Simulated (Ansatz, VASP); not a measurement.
**As: VASP beside Ansatz**

```
As
1.0
     1.89800   -5.72000    0.00000
     1.89800    5.72000    0.00000
     0.00000    0.00000    4.47000
As
4
Direct
  0.39000 0.61000 0.56000
  0.89000 0.11000 0.94000
  0.61000 0.39000 0.44000
  0.11000 0.89000 0.06000
```

Alike in both runs: functional PBEsol; k mesh 6 × 6 × 5; occupations fermi-dirac, width 0.05 eV; no spin polarisation.

|  | VASP | Ansatz |
| --- | --- | --- |
| version | VASP 6.6.1 | Ansatz 0.2.0 |
| potentials or method | VASP PAW PBE potentials, release 64 (As) | Ansatz PAW |
| plane-wave cutoff (eV) | 520 | 420 |
| valence electrons in the cell | 20 | 60 |
| task | single point | band structure |

Ansatz gave:

| Quantity | Value |
| --- | --- |
| gap on the k mesh at the Fermi level (eV) | none |
| pressure (GPa) | -5.1 |
| traceless stress, the component that is largest in VASP (GPa) | -0.98 |
| rms of the force components (eV/Å) | 0.315 |

Problem. Estimate VASP's values.

Solution. gap on the k mesh at the Fermi level (eV): none; pressure (GPa): -4.8; traceless stress, the component that is largest in VASP (GPa): -0.97; rms of the force components (eV/Å): 0.287.

VASP's potentials were made for PBE, not for PBEsol. Atom by atom the forces differ by 0.030 eV/Å (rms over components). A gap of «none» marks a metal or a gap that the smearing closes. VASP's potentials hold 20 valence electrons a cell and Ansatz's 60, so a difference there can come from the potentials and not from the codes.
